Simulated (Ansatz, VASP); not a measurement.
Two plane-wave programs on K2S

File POSCAR:

```
K2S
1.0
    0.0000000000      3.6271317754      3.6271317754
    3.6271317754      0.0000000000      3.6271317754
    3.6271317754      3.6271317754      0.0000000000
K S
2 1
Direct
    0.2500000000      0.2500000000      0.2500000000
    0.7500000000      0.7500000000      0.7500000000
    0.0000000000      0.0000000000      0.0000000000
```

The input INCAR.step1:

```
  PREC = Accurate
  ENCUT = 550
  ISMEAR = 0
  SIGMA = 0.01
  LREAL = F
  LASPH = T
  NELM = 120
  NBANDS = 19
  GGA = PE
  ALGO = Normal
  EDIFF = 1E-5
  LWAVE = T
  LCHARG = F
  GGA_COMPAT = F
```

File INCAR.step2:

```
  PREC = Accurate
  ENCUT = 550
  EDIFF = 1E-6
  ISMEAR = 0
  SIGMA = 0.01
  LREAL = F
  LASPH = T
  NELM = 120
  ALGO = Normal
  ISIF = 2
  LWAVE = F
  LCHARG = F
  METAGGA = R2SCAN
  LMIXTAU = T
  NBANDS = 19
  ISTART = 1
  GGA_COMPAT = F
```

Contents of KPOINTS:

```
Automatic mesh
0
Gamma
  6 6 6
```

Input for Ansatz:

```yaml
crystal:
  lattice:
    - [0.0, 3.6271317754, 3.6271317754]
    - [3.6271317754, 0.0, 3.6271317754]
    - [3.6271317754, 3.6271317754, 0.0]
  atoms:
    - { symbol: K, position: [0.25, 0.25, 0.25] }
    - { symbol: K, position: [0.75, 0.75, 0.75] }
    - { symbol: S, position: [0.0, 0.0, 0.0] }
kpoints:
  mp_grid: { grid: [6, 6, 6] }
hamiltonian:
  xc: r2scan
scf:
  occupations: { method: fixed }
  n_extra_bands: 4
output:
  forces: true
  stress: true
  eigenvalues: true
```

Alike in both runs: task single point; functional r2SCAN; k mesh 6 × 6 × 6; no spin polarisation.

|  | VASP | Ansatz |
| --- | --- | --- |
| version | VASP 6.6.1 | Ansatz 0.2.0 |
| potentials or method | VASP PAW PBE potentials, release 64 (K_sv, S) | plane waves, PAW |
| plane-wave cutoff (eV) | 550 | 500 |
| occupations | gaussian, width 0.01 eV | fixed |
| valence electrons in the cell | 24 | 24 |

|  | VASP | Ansatz | Ansatz less VASP |
| --- | --- | --- | --- |
| gap on the k mesh at the Fermi level (eV) | 2.91 | 2.91 | -0.005 |
| pressure (GPa) | 1.5 | 1.4 | -0.04 |

VASP's potentials were made for PBE, not for r2SCAN.
